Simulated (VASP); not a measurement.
# TiO2 in VASP: further runs

TiO2 is run at these levels: PBE; tasks: single point.

All numbers are computed with VASP 6.6.1; they aren't measurements. Logs are shortened: lines on timing, memory, paths and dates and some standing lists are left out, and cuts for length are marked.

## (1) The cell of the first run

The typed cell holds 12 atoms: a = 5.393 Å, b = 5.393 Å, c = 5.393 Å, α = 114.24°, β = 107.14°, γ = 107.14°.

## (2) Single point, PBE (10.01 Å³/atom)

INCAR reads:

```
PREC = Accurate
ENCUT = 520
EDIFF = 1E-6
ISMEAR = 0
SIGMA = 0.02
LREAL = F
LASPH = T
NELM = 80
ALGO = Normal
ISIF = 2
LWAVE = F
LCHARG = T
GGA = PE
LELF = T
LVHAR = T
NBANDS = 60
```

KPOINTS reads:

```
Automatic mesh
0
Gamma
  6 6 6
```

POSCAR reads:

```
TiO2
1.0
   -2.9279746120      3.2028445645      3.2028553062
    2.9279746120     -3.2028445645      3.2028553062
    2.9279746120      3.2028445645     -3.2028553062
Ti O
4 8
Direct
    0.5000194378      0.7500194378      0.7500000000
    0.4999805622      0.2499805622      0.2500000000
    0.0000000000      0.0000000000      0.5000000000
    0.0000000000      0.5000000000      0.0000000000
    0.3030227998      0.3030303249      0.5000075251
    0.1969729978      0.2499944874      0.9469785105
    0.3030227998      0.8030152748     -0.0000075251
    0.8030159769      0.2499944874      0.5530214895
    0.1969840231      0.7500055126      0.4469785105
    0.8030270022      0.7500055126      0.0530214895
    0.6969772002      0.1969847252      1.0000075251
    0.6969772002      0.6969696751      0.4999924749
```

Potentials or basis: VASP PAW PBE potentials, release 64 (Ti_sv, O).

Started as:

```bash
cat potpaw_PBE.64/Ti_sv/POTCAR potpaw_PBE.64/O/POTCAR > POTCAR
mpirun -np 1 vasp_std > vasp.out
```

OUTCAR:

```text
PREC = Accurate
   ENCUT = 520
   EDIFF = 1E-6
   ISMEAR = 0
   LREAL = F
   LASPH = T
   NELM = 80
   ISIF = 2
   GGA = PE

 ion  position               nearest neighbor table
   1  0.500  0.750  0.750-  11 1.93  12 1.93   5 1.93   7 1.93   9 1.94  10 1.94
   2  0.500  0.250  0.250-   7 1.93   5 1.93  12 1.93  11 1.93   8 1.94   6 1.94
   3  0.000  0.000  0.500-   8 1.93   9 1.93   6 1.93  10 1.93   5 1.94  12 1.94
   4  0.000  0.500  0.000-   6 1.93  10 1.93   9 1.93   8 1.93   7 1.94  11 1.94
   5  0.303  0.303  0.500-   2 1.93   1 1.93   3 1.94
   6  0.197  0.250  0.947-   4 1.93   3 1.93   2 1.94
   7  0.303  0.803  1.000-   2 1.93   1 1.93   4 1.94
   8  0.803  0.250  0.553-   3 1.93   4 1.93   2 1.94
   9  0.197  0.750  0.447-   3 1.93   4 1.93   1 1.94
  10  0.803  0.750  0.053-   4 1.93   3 1.93   1 1.94
  11  0.697  0.197  0.000-   1 1.93   2 1.93   4 1.94
  12  0.697  0.697  0.500-   1 1.93   2 1.93   3 1.94

  LATTYP: Found a body centered tetragonal cell.
 ALAT       =     6.4056891290
 C/A-ratio  =     0.9141794280

  Lattice vectors:

 A1 = (  -2.9279746120,   3.2028445645,  -3.2028553062)
 A2 = (  -2.9279746120,  -3.2028445645,   3.2028553062)
 A3 = (   2.9279746120,   3.2028445645,   3.2028553062)

Analysis of symmetry for initial positions (statically):
=====================================================================
 Subroutine PRICEL returns:
 Original cell was already a primitive cell.

 Routine SETGRP: Setting up the symmetry group for a
 body centered tetragonal supercell.

 Subroutine GETGRP returns: Found  8 space group operations
 (whereof  4 operations were pure point group operations)
 out of a pool of 16 trial point group operations.

The static configuration has the point symmetry C_2h.
 The point group associated with its full space group is D_2h.

Analysis of symmetry for dynamics (positions and initial velocities):
=====================================================================
 Subroutine PRICEL returns:
 Original cell was already a primitive cell.

 Routine SETGRP: Setting up the symmetry group for a
 body centered tetragonal supercell.

 Subroutine GETGRP returns: Found  8 space group operations
 (whereof  4 operations were pure point group operations)
 out of a pool of 16 trial point group operations.

The dynamic configuration has the point symmetry C_2h.
 The point group associated with its full space group is D_2h.

 Subroutine INISYM returns: Found  8 space group operations
 (whereof  4 operations are pure point group operations),
 and found     1 'primitive' translations

----------------------------------------------------------------------------------------

                                     Primitive cell

  volume of cell :     120.1436

  direct lattice vectors                    reciprocal lattice vectors
    -2.927974612  3.202844564  3.202855306     0.000000000  0.156111229  0.156110705
     2.927974612 -3.202844564  3.202855306     0.170766508  0.000000000  0.156110705
     2.927974612  3.202844564 -3.202855306     0.170766508  0.156111229  0.000000000

  length of vectors
     5.393471122  5.393471122  5.393471122     0.220774247  0.231369299  0.231369652

  position of ions in fractional coordinates (direct lattice)
     0.500019438  0.750019438  0.750000000
     0.499980562  0.249980562  0.250000000
     1.000000000  0.000000000  0.500000000
     0.000000000  0.500000000  0.000000000
     0.303022800  0.303030325  0.500007525
     0.196972998  0.249994487  0.946978511
     0.303022800  0.803015275  0.999992475
     0.803015977  0.249994487  0.553021489
     0.196984023  0.750005513  0.446978511
     0.803027002  0.750005513  0.053021489
     0.696977200  0.196984725  0.000007525
     0.696977200  0.696969675  0.499992475

  ion indices of the primitive-cell ions
   primitive index   ion index
                 1           1
                 2           2
                 3           3
                 4           4
                 5           5
                 6           6
                 7           7
                 8           8
                 9           9
                10          10
                11          11
                12          12

----------------------------------------------------------------------------------------

 KPOINTS: Automatic mesh

Automatic generation of k-mesh.
 Grid dimensions read from file:
 generate k-points for:    6    6    6

 Generating k-lattice:

  Cartesian coordinates                     Fractional coordinates (reciprocal lattice)
     0.000000000  0.026018538  0.026018451     0.166666667  0.000000000 -0.000000000
     0.028461085  0.000000000  0.026018451     0.000000000  0.166666667  0.000000000
     0.028461085  0.026018538  0.000000000    -0.000000000  0.000000000  0.166666667

  Length of vectors
     0.036795708  0.038561550  0.038561609

  Shift w.r.t. Gamma in fractional coordinates (k-lattice)
     0.000000000  0.000000000  0.000000000

 Subroutine IBZKPT returns following result:
 ===========================================

 Found     46 irreducible k-points:

 Following reciprocal coordinates:
            Coordinates               Weight
  0.000000  0.000000  0.000000      1.000000
  0.166667  0.000000  0.000000      4.000000
  0.333333  0.000000  0.000000      4.000000
  0.500000  0.000000  0.000000      2.000000
  0.000000  0.166667  0.000000      4.000000
 -0.166667  0.166667  0.000000      4.000000
[... 16 lines left out ...]
 -0.166667  0.166667  0.166667      2.000000
  0.166667  0.333333  0.166667      4.000000
 [... further k-points ...]
   k-points           NKPTS =     46   k-points in BZ     NKDIM =     46   number of bands    NBANDS=     60
   number of dos      NEDOS =    301   number of ions     NIONS =     12
   total plane-waves  NPLWV =  64000
   dimension x,y,z NGX =    40 NGY =   40 NGZ =   40
   dimension x,y,z NGXF=    80 NGYF=   80 NGZF=   80
   ions per type =               4   8
   NGX,Y,Z   is equivalent  to a cutoff of  12.33, 12.33, 12.33 a.u.
   NGXF,Y,Z  is equivalent  to a cutoff of  24.66, 24.66, 24.66 a.u.
 SYSTEM =  unknown system
   PREC   = accura    normal or accurate (medium, high low for compatibility)
   ISTART =      0    job   : 0-new  1-cont  2-samecut
   ICHARG =      2    charge: 1-file 2-atom 10-const
   ISPIN  =      1    spin polarized calculation?
   LNONCOLLINEAR =      F non collinear calculations
   LSORBIT =      F    spin-orbit coupling
   LASPH  =      T    aspherical Exc in radial PAW
   ENCUT  =  520.0 eV  38.22 Ry    6.18 a.u.  10.03 10.03 10.03*2*pi/ulx,y,z
   NELM   =     80;   NELMIN=  2; NELMDL= -5     # of ELM steps
   EDIFF  = 0.1E-05   stopping-criterion for ELM
   LREAL  =      F    real-space projection
   EDIFFG = 0.1E-04   stopping-criterion for IOM
   NSW    =      0    number of steps for IOM
   IBRION =     -1    ionic relax: 0-MD 1-quasi-New 2-CG
   NFREE  =      0    steps in history (QN), initial steepest desc. (CG)
   ISIF   =      2    stress and relaxation
   ISYM   =      2    0-nonsym 1-usesym 2-fastsym
   POTIM  = 0.5000    time-step for ionic-motion
   TEBEG  =    0.0;   TEEND  =   0.0 temperature during run
   PSTRESS=    0.0 pullay stress
   NELECT =      96.0000    total number of electrons
   NUPDOWN=      -1.0000    fix difference up-down
   EMIN   =  10.00;   EMAX   =-10.00  energy-range for DOS
   EFERMI =   0.00;   METHOD = LEGACY
   ISMEAR =     0;   SIGMA  =   0.02  broadening in eV -4-tet -1-fermi 0-gaus
   EFERMI_NEDOS =   21; number of points for ismear=-14 and -15
   IALGO  =     38    algorithm
   IMIX   =      4    mixing-type and parameters
     AMIX     =   0.40;   BMIX     =  1.00
     AMIX_MAG =   1.60;   BMIX_MAG =  1.00
  volume/ion in A,a.u.               =      10.01        67.56
  Fermi-wavevector in a.u.,A,eV,Ry     =   1.519142  2.870762 31.399428  2.307793
  Thomas-Fermi vector in A             =   2.628168
   LORBIT       =      0    0 simple, 1 ext, 2 COOP (PROOUT), +10 PAW based schemes
   GGA     = PE    functional components
   LHFCALC =     F    Hartree Fock is set to
   AEXX    =    0.0000 exact exchange contribution
   IVDW    =     0    specifies the selected vdW correction
   LEPSILON=     F    determine dielectric tensor
   LRPA    =     F    only Hartree local field effects (RPA)
 non-spin polarized calculation
 Gauss-broadening in eV      SIGMA  =   0.02
  energy-cutoff  :      520.00
  volume of cell :      120.14
 maximum number of plane-waves:      3266
   NGX = 21   NGY = 21   NGZ = 21

 number of electron      96.0000039 magnetization

 Free energy of the ion-electron system (eV)
  ---------------------------------------------------
  ext. energy  EPLUGINS =         0.00000000
  ---------------------------------------------------
  free energy    TOTEN  =      -106.97993980 eV

  energy without entropy =     -106.97993980  energy(sigma->0) =     -106.97993980

 E-fermi :   5.4375     XC(G=0): -11.6246

 val. band max:        5.3021164421   @ k =   0.0000   0.0000   0.0000
 cond. band min:       7.1850514964   @ k =   0.0000   0.0000   0.0000
 fundamental gap:      1.8829350543
 Fermi energy:         5.4374848323

 k-point     1 :       0.0000    0.0000    0.0000
  band No.  band energies     occupation
      1     -51.5435      2.00000
      2     -51.5222      2.00000
      3     -51.4866      2.00000
      4     -51.4865      2.00000
      5     -28.1305      2.00000
      6     -28.1305      2.00000
[... 52 lines left out ...]
     59       8.6314      0.00000
     60       9.9744      0.00000

 k-point     2 :       0.1667    0.0000    0.0000
  band No.  band energies     occupation
      1     -51.5421      2.00000
      2     -51.5236      2.00000
      3     -51.4866      2.00000
      4     -51.4866      2.00000
      5     -28.1346      2.00000
      6     -28.1345      2.00000
[... 1383 lines left out ...]
      4     -51.5079      2.00000
      5     -27.9106      2.00000
      6     -27.9106      2.00000
[... 52 lines left out ...]
     59       9.1642      0.00000
     60       9.1643      0.00000

 [... further k-points ...]

------------------------ aborting loop because EDIFF is reached ----------------------------------------

  FORCE on cell =-STRESS in cart. coord.  units (eV):
  Direction    XX          YY          ZZ          XY          YZ          ZX
  --------------------------------------------------------------------------------------
  -------------------------------------------------------------------------------------
  Total       11.8382425     11.5351715     11.5335547      0.0000000      0.0000000      0.0000000
  in kB      157.8691730    153.8275619    153.8060018      0.0000000      0.0000000      0.0000000
  external PRESSURE =     155.1675789 kB  Pullay stress =       0.0000000 kB

 VOLUME and BASIS-vectors are now :
 -----------------------------------------------------------------------------
  energy-cutoff  :      520.00
  volume of cell :      120.14
      direct lattice vectors                 reciprocal lattice vectors
    -2.927974612  3.202844564  3.202855306     0.000000000  0.156111229  0.156110705
     2.927974612 -3.202844564  3.202855306     0.170766508  0.000000000  0.156110705
     2.927974612  3.202844564 -3.202855306     0.170766508  0.156111229  0.000000000

 POSITION                                       TOTAL-FORCE (eV/Angst)
 -----------------------------------------------------------------------------------
      2.92797      1.60142      1.60155         0.000000     -0.000000     -0.000188
      0.00000      1.60142      1.60130         0.000000     -0.000000      0.000188
      1.46399      1.60142     -1.60143         0.000000     -0.000000     -0.000000
      1.46399     -1.60142      1.60143         0.000000     -0.000000     -0.000000
      1.46403      1.60142      0.33965         0.000010     -0.000000     -0.014035
      2.92797      2.86321     -1.60146        -0.000000      0.013602     -0.000006
      4.39192      1.60142      0.33965        -0.000010      0.000000     -0.014035
      0.00000      3.54248      1.60139        -0.000000     -0.013602     -0.000006
      2.92797     -0.33964      1.60146         0.000000      0.013602      0.000006
     -0.00000      0.33964      4.80432         0.000000     -0.013602      0.000006
     -1.46394      1.60142      2.86321         0.000010     -0.000000      0.014035
      1.46394      1.60142      2.86321        -0.000010     -0.000000      0.014035
 -----------------------------------------------------------------------------------
    total drift:                                0.000000      0.000000     -0.000000

  FREE ENERGIE OF THE ION-ELECTRON SYSTEM (eV)
  ---------------------------------------------------
  free  energy   TOTEN  =      -106.9799398034 eV

  energy  without entropy=     -106.9799398034  energy(sigma->0) =     -106.97993980
```

Wall time 14 min (1 thread of Oxide Virtual Turin-like, shared host); peak memory 0.34 GiB.

What came out:

```
Free energy            : -106.9799 eV
Pressure               : 15.5 GPa
Largest force          : 0.014 eV/Å
Band gap on the k mesh : 1.88 eV
```

Forces in eV/Å, atoms in the order of the input:
```
Ti   0.000  0.000  0.000
Ti   0.000  0.000  0.000
Ti   0.000  0.000  0.000
Ti   0.000  0.000  0.000
O    0.000  0.000 -0.014
O    0.000  0.014  0.000
O    0.000  0.000 -0.014
O    0.000 -0.014  0.000
O    0.000  0.014  0.000
O    0.000 -0.014  0.000
O    0.000  0.000  0.014
O    0.000  0.000  0.014
```

Levels at points of the mesh, in eV from the valence-band top:
```tsv
k point	band 44	band 45	band 46	band 47	band 48	band 49	band 50	band 51	band 52	band 53
(0.00, 0.00, 0.00)	-0.68	-0.68	-0.49	-0.49	0.00	1.88	2.17	2.43	2.56	2.56
(0.50, 0.00, 0.00)	-1.76	-1.12	-1.12	-0.79	-0.79	1.94	1.94	2.59	2.59	3.15
(0.00, 0.50, 0.00)	-1.70	-1.27	-1.27	-0.70	-0.70	2.30	2.30	2.70	2.70	3.03
(0.50, 0.50, 0.00)	-1.70	-1.27	-1.27	-0.70	-0.70	2.30	2.30	2.70	2.70	3.03
(0.50, 0.50, 0.50)	-1.47	-1.37	-1.37	-1.13	-1.13	1.92	1.92	2.58	2.58	3.11
```

Caveat: the cell stands under pressure. A k mesh can miss the band edges.

## (3) Single point, PBE (10.33 Å³/atom)

This run uses another cell than the first one, of 10.33 Å³/atom.

INCAR reads:

```
SYSTEM = TiO2
PREC = Accurate ; ENCUT = 520
EDIFF = 1E-6 ; ISMEAR = 0
SIGMA = 0.02 ; LREAL = .FALSE.
LASPH = .TRUE. ; NELM = 60
ALGO = Normal ; ISIF = 2
LWAVE = .FALSE. ; LCHARG = .FALSE.
GGA = PE ; NBANDS = 60
```

KPOINTS reads:

```
regular mesh
0
G
  6 6 6
  0 0 0
```

POSCAR reads:

```
TiO2
1.0
   -2.9475022605      3.2427578963      3.2427666423
    2.9475022605     -3.2427578963      3.2427666423
    2.9475022605      3.2427578963     -3.2427666423
Ti O
4 8
Direct
    0.5000240932      0.7500240932      0.7500000000
    0.4999759068      0.2499759068      0.2500000000
    0.0000000000      0.0000000000      0.5000000000
    0.0000000000      0.5000000000      0.0000000000
    0.3039995489      0.3040104491      0.5000109001
    0.1959932008      0.2499920627      0.9460011381
    0.3039995489      0.8039886488     -0.0000109001
    0.8039909245      0.2499920627      0.5539988619
    0.1960090755      0.7500079373      0.4460011381
    0.8040067992      0.7500079373      0.0539988619
    0.6960004511      0.1960113512      1.0000109001
    0.6960004511      0.6959895509      0.4999890999
```

Potentials or basis: VASP PAW PBE potentials, release 64 (Ti_sv, O).

Started as:

```bash
cat potpaw_PBE.64/Ti_sv/POTCAR potpaw_PBE.64/O/POTCAR > POTCAR
mpirun -np 1 vasp_std > vasp.out
```

Run time: 16 min. Hardware: 1 thread of Oxide Virtual Turin-like, shared host; peak memory 0.37 GiB.

The run converged. Its results:

```yaml
Free_energy: -107.2552 eV
Pressure: 7.4 GPa
Largest_force: 0.026 eV/Å
Band_gap_on_the_k_mesh: 1.85 eV
```

Forces on the atoms (eV/Å):
```
Ti   0.000  0.000  0.000
Ti   0.000  0.000  0.000
Ti   0.000  0.000  0.000
Ti   0.000  0.000  0.000
O    0.000  0.000 -0.026
O    0.000  0.026  0.000
O    0.000  0.000 -0.026
O    0.000 -0.026  0.000
O    0.000  0.026  0.000
O    0.000 -0.026  0.000
O    0.000  0.000  0.026
O    0.000  0.000  0.026
```

Stress tensor (GPa, compression positive):
```
7.64 0.00 0.00
0.00 7.33 0.00
0.00 0.00 7.33
```

Levels at points of the mesh, in eV from the valence-band top:
```
           k point  band 44  band 45  band 46  band 47  band 48  band 49  band 50  band 51  band 52  band 53
(0.00, 0.00, 0.00)    -0.68    -0.68    -0.46    -0.46     0.00     1.85     2.14     2.40     2.50     2.50
(0.50, 0.00, 0.00)    -1.66    -1.06    -1.06    -0.75    -0.75     1.91     1.91     2.53     2.53     3.04
(0.00, 0.50, 0.00)    -1.64    -1.24    -1.24    -0.66    -0.66     2.26     2.26     2.64     2.64     2.95
(0.50, 0.50, 0.00)    -1.64    -1.24    -1.24    -0.66    -0.66     2.26     2.26     2.64     2.64     2.95
(0.50, 0.50, 0.50)    -1.44    -1.32    -1.32    -1.09    -1.09     1.89     1.89     2.52     2.52     2.99
```

Caveat: the cell stands under pressure. A k mesh can miss the band edges.
